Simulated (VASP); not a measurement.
# Ag (P6_3/mmc) in VASP: a series of runs

Runs on Ag. Level: r2SCAN. Tasks: single point.

Everything below comes from runs of VASP 6.6.1. Logs are shortened: lines on timing, memory, paths and dates and some standing lists are left out, and cuts for length are marked.

### 1 The cell of the first run

It takes space group P6_3/mmc (No. 194, hexagonal). Conventional cell: a = 2.867 Å, b = 2.867 Å, c = 4.698 Å, α = 90.00°, β = 90.00°, γ = 120.00°. Ag (site symmetry -6m2) has 12 Ag at 2.87 Å within 3.8 Å.

### 2 Single point, r2SCAN

The input, POSCAR:

```
Ag
1.0
    2.8674382918      0.0000000000      0.0000000000
   -1.4337191459      2.4832744045      0.0000000000
    0.0000000000      0.0000000000      4.6978042546
Ag
2
Direct
    0.3333333333      0.6666666667      0.2500000000
    0.6666666667      0.3333333333      0.7500000000
```

The input, INCAR.step1:

```
  PREC = Accurate
  ENCUT = 520
  ISMEAR = -1
  SIGMA = 0.1
  LREAL = False
  LASPH = True
  NELM = 60
  NBANDS = 18
  GGA = PE
  ALGO = Normal
  EDIFF = 1E-4
  LWAVE = True
  LCHARG = False
```

The input, INCAR.step2:

```
  PREC = Accurate
  ENCUT = 520
  EDIFF = 1E-6
  ISMEAR = -1
  SIGMA = 0.1
  LREAL = False
  LASPH = True
  NELM = 60
  ALGO = Normal
  ISIF = 2
  LWAVE = False
  LCHARG = False
  METAGGA = R2SCAN
  LMIXTAU = True
  NBANDS = 18
  ISTART = 1
```

The input, KPOINTS:

```
Automatic mesh
0
Gamma
  18 18 10
```

Potentials or basis: VASP PAW PBE potentials, release 64 (Ag).

Started as:

```
cat potpaw_PBE.64/Ag/POTCAR > POTCAR
cp INCAR.step1 INCAR
mpirun -np 1 vasp_std > vasp.out
cp INCAR.step2 INCAR
mpirun -np 1 vasp_std > vasp.out
```

OUTCAR:

```text
PREC = Accurate
   ENCUT = 520
   EDIFF = 1E-6
   ISMEAR = -1
   LREAL = False
   LASPH = True
   NELM = 60
   ISIF = 2
   METAGGA = R2SCAN
   ISTART = 1

 ion  position               nearest neighbor table
   1  0.333  0.667  0.250-   2 2.87   2 2.87   2 2.87   2 2.87   2 2.87   2 2.87
   2  0.667  0.333  0.750-   1 2.87   1 2.87   1 2.87   1 2.87   1 2.87   1 2.87

  LATTYP: Found a hexagonal cell.
 ALAT       =     2.8674382918
 C/A-ratio  =     1.6383279347

  Lattice vectors:

 A1 = (   2.8674382918,   0.0000000000,   0.0000000000)
 A2 = (  -1.4337191459,   2.4832744045,   0.0000000000)
 A3 = (   0.0000000000,   0.0000000000,   4.6978042546)

Analysis of symmetry for initial positions (statically):
=====================================================================
 Subroutine PRICEL returns:
 Original cell was already a primitive cell.

 Routine SETGRP: Setting up the symmetry group for a
 hexagonal supercell.

 Subroutine GETGRP returns: Found 24 space group operations
 (whereof 12 operations were pure point group operations)
 out of a pool of 24 trial point group operations.

The static configuration has the point symmetry D_3d.
 The point group associated with its full space group is D_6h.

Analysis of symmetry for dynamics (positions and initial velocities):
=====================================================================
 Subroutine PRICEL returns:
 Original cell was already a primitive cell.

 Routine SETGRP: Setting up the symmetry group for a
 hexagonal supercell.

 Subroutine GETGRP returns: Found 24 space group operations
 (whereof 12 operations were pure point group operations)
 out of a pool of 24 trial point group operations.

The dynamic configuration has the point symmetry D_3d.
 The point group associated with its full space group is D_6h.

 Subroutine INISYM returns: Found 24 space group operations
 (whereof 12 operations are pure point group operations),
 and found     1 'primitive' translations

----------------------------------------------------------------------------------------

                                     Primitive cell

  volume of cell :      33.4514

  direct lattice vectors                    reciprocal lattice vectors
     2.867438292  0.000000000  0.000000000     0.348743338  0.201347060  0.000000000
[... 70 lines left out ...]
   total plane-waves  NPLWV =  20736
   dimension x,y,z NGX =    24 NGY =   24 NGZ =   36
   dimension x,y,z NGXF=    48 NGYF=   48 NGZF=   72
   ions per type =               2
   NGX,Y,Z   is equivalent  to a cutoff of  13.91, 13.91, 12.74 a.u.
   NGXF,Y,Z  is equivalent  to a cutoff of  27.83, 27.83, 25.48 a.u.
 SYSTEM =  unknown system
   PREC   = accura    normal or accurate (medium, high low for compatibility)
   ISTART =      1    job   : 0-new  1-cont  2-samecut
   ICHARG =      0    charge: 1-file 2-atom 10-const
   ISPIN  =      1    spin polarized calculation?
   LNONCOLLINEAR =      F non collinear calculations
   LSORBIT =      F    spin-orbit coupling
   LASPH  =      T    aspherical Exc in radial PAW
   ENCUT  =  520.0 eV  38.22 Ry    6.18 a.u.   5.33  5.33  8.73*2*pi/ulx,y,z
   NELM   =     60;   NELMIN=  2; NELMDL=  0     # of ELM steps
   EDIFF  = 0.1E-05   stopping-criterion for ELM
   LREAL  =      F    real-space projection
[... 7 lines left out ...]
   TEBEG  =    0.0;   TEEND  =   0.0 temperature during run
   PSTRESS=    0.0 pullay stress
   NELECT =      22.0000    total number of electrons
   NUPDOWN=      -1.0000    fix difference up-down
   EMIN   =  10.00;   EMAX   =-10.00  energy-range for DOS
   EFERMI =   0.00;   METHOD = LEGACY
   ISMEAR =    -1;   SIGMA  =   0.10  broadening in eV -4-tet -1-fermi 0-gaus
   EFERMI_NEDOS =   21; number of points for ismear=-14 and -15
   IALGO  =     38    algorithm
   IMIX   =      4    mixing-type and parameters
     AMIX     =   0.40;   BMIX     =  1.00
     AMIX_MAG =   1.60;   BMIX_MAG =  1.00
  volume/ion in A,a.u.               =      16.73       112.87
  Fermi-wavevector in a.u.,A,eV,Ry     =   1.423676  2.690357 27.577013  2.026853
  Thomas-Fermi vector in A             =   2.544248
   LORBIT       =      0    0 simple, 1 ext, 2 COOP (PROOUT), +10 PAW based schemes
   METAGGA = R2SCAN    functional components
   LHFCALC =     F    Hartree Fock is set to
   AEXX    =    0.0000 exact exchange contribution
   IVDW    =     0    specifies the selected vdW correction
   LEPSILON=     F    determine dielectric tensor
   LRPA    =     F    only Hartree local field effects (RPA)
 non-spin polarized calculation
  energy-cutoff  :      520.00
  volume of cell :       33.45
 maximum number of plane-waves:       917
 NGX is ok and might be reduce to    24
   NGX = 11   NGY = 11   NGZ = 17

 number of electron      21.9999997 magnetization

 Free energy of the ion-electron system (eV)
  ---------------------------------------------------
  ext. energy  EPLUGINS =         0.00000000
  ---------------------------------------------------
  free energy    TOTEN  =       -42.69872764 eV

  energy without entropy =      -42.67959303  energy(sigma->0) =      -42.68916033

 E-fermi :   8.7064     XC(G=0): -13.1007

 val. band max:        8.6934387847   @ k =   0.3889   0.1111   0.3000
 cond. band min:       8.7302642958   @ k =   0.3333   0.0556   0.4000
 fundamental gap:      0.0368255111
 Fermi energy:         8.7064408302

 k-point     1 :       0.0000    0.0000    0.0000
  band No.  band energies     occupation
      1       0.5935      2.00000
      2       1.8400      2.00000
      3       3.4689      2.00000
      4       3.5787      2.00000
      5       3.5787      2.00000
      6       3.8283      2.00000
[... 481 lines left out ...]
      5       3.8227      2.00000
      6       4.0340      2.00000
[... 10 lines left out ...]
     17      20.2727      0.00000
     18      24.5405      0.00000

 [... further k-points ...]
[... 5 lines left out ...]
  --------------------------------------------------------------------------------------
  -------------------------------------------------------------------------------------
  Total        0.8806734      0.8806734      0.8796589      0.0000000      0.0000000      0.0000000
  in kB       42.1805017     42.1805017     42.1319146      0.0000000      0.0000000      0.0000000
  external PRESSURE =      42.1643060 kB  Pullay stress =       0.0000000 kB

 VOLUME and BASIS-vectors are now :
 -----------------------------------------------------------------------------
  energy-cutoff  :      520.00
  volume of cell :       33.45
      direct lattice vectors                 reciprocal lattice vectors
     2.867438292  0.000000000  0.000000000     0.348743338  0.201347060  0.000000000
    -1.433719146  2.483274404  0.000000000     0.000000000  0.402694120  0.000000000
     0.000000000  0.000000000  4.697804255     0.000000000  0.000000000  0.212865404

 POSITION                                       TOTAL-FORCE (eV/Angst)
 -----------------------------------------------------------------------------------
     -0.00000      1.65552      1.17445         0.000000     -0.000000      0.000000
      1.43372      0.82776      3.52335        -0.000000      0.000000      0.000000
 -----------------------------------------------------------------------------------
    total drift:                                0.000000     -0.000000      0.000000

  FREE ENERGIE OF THE ION-ELECTRON SYSTEM (eV)
  ---------------------------------------------------
  free  energy   TOTEN  =       -42.6987276355 eV

  energy  without entropy=      -42.6795930261  energy(sigma->0) =      -42.68916033
```

OUTCAR.step1:

```text
PREC = Accurate
   ENCUT = 520
   ISMEAR = -1
   LREAL = False
   LASPH = True
[... 728 lines left out ...]
     -0.00000      1.65552      1.17445        -0.000000      0.000000      0.000000
      1.43372      0.82776      3.52335         0.000000      0.000000      0.000000
 -----------------------------------------------------------------------------------
    total drift:                                0.000000     -0.000000      0.000000

  FREE ENERGIE OF THE ION-ELECTRON SYSTEM (eV)
  ---------------------------------------------------
  free  energy   TOTEN  =        -5.3881671925 eV

  energy  without entropy=       -5.3679951623  energy(sigma->0) =       -5.37808118
```

It took 3.8 min on 1 thread of Intel Xeon 6975P-C, shared host; peak memory 0.24 GiB.

Results:

```yaml
Free_energy: -42.6987 eV
Pressure: 4.2 GPa
Band_gap_on_the_k_mesh: zero (band 11 reaches 13.02 eV, above the bottom of band 12 at 4.94 eV)
```

Caveat: the PAW data sets were made with another functional, which shifts forces and pressure a little.

### 3 Single point, r2SCAN

This run uses another cell than the first one, of 17.01 Å³/atom, 1.017 times its volume.

The input, POSCAR:

```
Ag
1.0
    2.8835329014      0.0000000000      0.0000000000
   -1.4417664507      2.4972127452      0.0000000000
    0.0000000000      0.0000000000      4.7249533970
Ag
2
Direct
    0.3333333333      0.6666666667      0.2500000000
    0.6666666667      0.3333333333      0.7500000000
```

The input, INCAR.step1:

```
PREC     = Accurate       # precision mode
ENCUT    = 520            # plane-wave cutoff, eV
ISMEAR   = -1             # smearing method
SIGMA    = 0.1            # smearing width, eV
LREAL    = F              # projectors in reciprocal space
LASPH    = T              # aspherical terms in the spheres
NELM     = 60             # most SCF steps
NBANDS   = 18             # bands
GGA      = PE             # functional
ALGO     = Normal         # electronic algorithm
EDIFF    = 1E-4           # SCF threshold, eV
LWAVE    = T              # write WAVECAR
LCHARG   = F              # write CHGCAR
```

The input, INCAR.step2:

```
PREC     = Accurate       # precision mode
ENCUT    = 520            # plane-wave cutoff, eV
EDIFF    = 1E-6           # SCF threshold, eV
ISMEAR   = -1             # smearing method
SIGMA    = 0.1            # smearing width, eV
LREAL    = F              # projectors in reciprocal space
LASPH    = T              # aspherical terms in the spheres
NELM     = 60             # most SCF steps
ALGO     = Normal         # electronic algorithm
ISIF     = 2              # what is computed and relaxed
LWAVE    = F              # write WAVECAR
LCHARG   = F              # write CHGCAR
METAGGA  = R2SCAN         # meta-GGA
LMIXTAU  = T            
NBANDS   = 18             # bands
ISTART   = 1
```

KPOINTS is that of step 2.

Potentials or basis: VASP PAW PBE potentials, release 64 (Ag).

Started as:

```
cat potpaw_PBE.64/Ag/POTCAR > POTCAR
cp INCAR.step1 INCAR
mpirun -np 1 vasp_std > vasp.out
cp INCAR.step2 INCAR
mpirun -np 1 vasp_std > vasp.out
```

OUTCAR:

```text
PREC = Accurate
   ENCUT = 520
   EDIFF = 1E-6
   ISMEAR = -1
   LREAL = F
   LASPH = T
   NELM = 60
   ISIF = 2
   METAGGA = R2SCAN
   ISTART = 1

 ion  position               nearest neighbor table
   1  0.333  0.667  0.250-   2 2.89   2 2.89   2 2.89   2 2.89   2 2.89   2 2.89
   2  0.667  0.333  0.750-   1 2.89   1 2.89   1 2.89   1 2.89   1 2.89   1 2.89

  LATTYP: Found a hexagonal cell.
 ALAT       =     2.8835329014
 C/A-ratio  =     1.6385987462

  Lattice vectors:

 A1 = (   2.8835329014,   0.0000000000,   0.0000000000)
 A2 = (  -1.4417664507,   2.4972127452,   0.0000000000)
 A3 = (   0.0000000000,   0.0000000000,   4.7249533970)

Analysis of symmetry for initial positions (statically):
=====================================================================
 Subroutine PRICEL returns:
 Original cell was already a primitive cell.

 Routine SETGRP: Setting up the symmetry group for a
 hexagonal supercell.

 Subroutine GETGRP returns: Found 24 space group operations
 (whereof 12 operations were pure point group operations)
 out of a pool of 24 trial point group operations.

The static configuration has the point symmetry D_3d.
 The point group associated with its full space group is D_6h.

Analysis of symmetry for dynamics (positions and initial velocities):
=====================================================================
 Subroutine PRICEL returns:
 Original cell was already a primitive cell.

 Routine SETGRP: Setting up the symmetry group for a
 hexagonal supercell.

 Subroutine GETGRP returns: Found 24 space group operations
 (whereof 12 operations were pure point group operations)
 out of a pool of 24 trial point group operations.

The dynamic configuration has the point symmetry D_3d.
 The point group associated with its full space group is D_6h.

 Subroutine INISYM returns: Found 24 space group operations
 (whereof 12 operations are pure point group operations),
 and found     1 'primitive' translations

[... 104 lines left out ...]
   PSTRESS=    0.0 pullay stress
   NELECT =      22.0000    total number of electrons
   NUPDOWN=      -1.0000    fix difference up-down
   EMIN   =  10.00;   EMAX   =-10.00  energy-range for DOS
   EFERMI =   0.00;   METHOD = LEGACY
   ISMEAR =    -1;   SIGMA  =   0.10  broadening in eV -4-tet -1-fermi 0-gaus
   EFERMI_NEDOS =   21; number of points for ismear=-14 and -15
   IALGO  =     38    algorithm
   IMIX   =      4    mixing-type and parameters
     AMIX     =   0.40;   BMIX     =  1.00
     AMIX_MAG =   1.60;   BMIX_MAG =  1.00
  volume/ion in A,a.u.               =      17.01       114.80
  Fermi-wavevector in a.u.,A,eV,Ry     =   1.415652  2.675194 27.267022  2.004070
  Thomas-Fermi vector in A             =   2.537068
   LORBIT       =      0    0 simple, 1 ext, 2 COOP (PROOUT), +10 PAW based schemes
   METAGGA = R2SCAN    functional components
   LHFCALC =     F    Hartree Fock is set to
   AEXX    =    0.0000 exact exchange contribution
   IVDW    =     0    specifies the selected vdW correction
   LEPSILON=     F    determine dielectric tensor
   LRPA    =     F    only Hartree local field effects (RPA)
 non-spin polarized calculation
  energy-cutoff  :      520.00
  volume of cell :       34.02
 maximum number of plane-waves:       941
 NGX is ok and might be reduce to    24
   NGX = 11   NGY = 11   NGZ = 17

 number of electron      22.0000000 magnetization

 Free energy of the ion-electron system (eV)
  ---------------------------------------------------
  ext. energy  EPLUGINS =         0.00000000
  ---------------------------------------------------
  free energy    TOTEN  =       -42.71024994 eV

  energy without entropy =      -42.69117004  energy(sigma->0) =      -42.70070999

 E-fermi :   8.4703     XC(G=0): -12.9816

 val. band max:        8.4609438485   @ k =   0.3889   0.1111   0.3000
 cond. band min:       8.4905320641   @ k =   0.1667   0.0556   0.2000
 fundamental gap:      0.0295882157
 Fermi energy:         8.4702819131

 k-point     1 :       0.0000    0.0000    0.0000
  band No.  band energies     occupation
      1       0.4876      2.00000
      2       1.7144      2.00000
      3       3.2957      2.00000
      4       3.4035      2.00000
      5       3.4035      2.00000
      6       3.6450      2.00000
[... 481 lines left out ...]
      5       3.6432      2.00000
      6       3.8469      2.00000
[... 10 lines left out ...]
     17      19.9123      0.00000
     18      24.2042      0.00000

 [... further k-points ...]
[... 5 lines left out ...]
  --------------------------------------------------------------------------------------
  -------------------------------------------------------------------------------------
  Total        0.4601916      0.4601916      0.4590459      0.0000000      0.0000000      0.0000000
  in kB       21.6706172     21.6706172     21.6166667      0.0000000      0.0000000      0.0000000
  external PRESSURE =      21.6526337 kB  Pullay stress =       0.0000000 kB

 VOLUME and BASIS-vectors are now :
 -----------------------------------------------------------------------------
  energy-cutoff  :      520.00
  volume of cell :       34.02
      direct lattice vectors                 reciprocal lattice vectors
     2.883532901  0.000000000  0.000000000     0.346796806  0.200223229  0.000000000
    -1.441766451  2.497212745  0.000000000     0.000000000  0.400446459  0.000000000
     0.000000000  0.000000000  4.724953397     0.000000000  0.000000000  0.211642299

 POSITION                                       TOTAL-FORCE (eV/Angst)
 -----------------------------------------------------------------------------------
     -0.00000      1.66481      1.18124        -0.000000      0.000000      0.000000
      1.44177      0.83240      3.54372         0.000000      0.000000      0.000000
 -----------------------------------------------------------------------------------
    total drift:                               -0.000000      0.000000     -0.000000

  FREE ENERGIE OF THE ION-ELECTRON SYSTEM (eV)
  ---------------------------------------------------
  free  energy   TOTEN  =       -42.7102499365 eV

  energy  without entropy=      -42.6911700351  energy(sigma->0) =      -42.70070999
```

Wall time 3.8 min (1 thread of Intel Xeon 6975P-C, shared host); peak memory 0.25 GiB.

What came out:

```yaml
Free_energy: -42.7102 eV
Pressure: 2.2 GPa
Band_gap_on_the_k_mesh: zero (band 11 reaches 12.74 eV, above the bottom of band 12 at 4.72 eV)
```

Levels at points of the mesh, in eV from the Fermi level:
```tsv
k point	band 8	band 9	band 10	band 11	band 12	band 13	band 14	band 15
(0.00, 0.00, 0.00)	-4.46	-4.46	-3.43	-3.43	-0.37	3.66	16.32	18.23
(0.50, 0.00, 0.00)	-3.28	-3.24	-3.14	0.12	1.60	7.19	7.43	9.77
(0.00, 0.00, 0.50)	-4.80	-3.75	-3.75	-3.75	-3.75	11.50	11.50	16.70
(0.50, 0.00, 0.50)	-3.46	-3.20	-3.20	0.84	0.84	4.77	4.77	14.22
```

Caveat: the PAW data sets were made with another functional, which shifts forces and pressure a little.

(Part 1 of 2 ends here.)
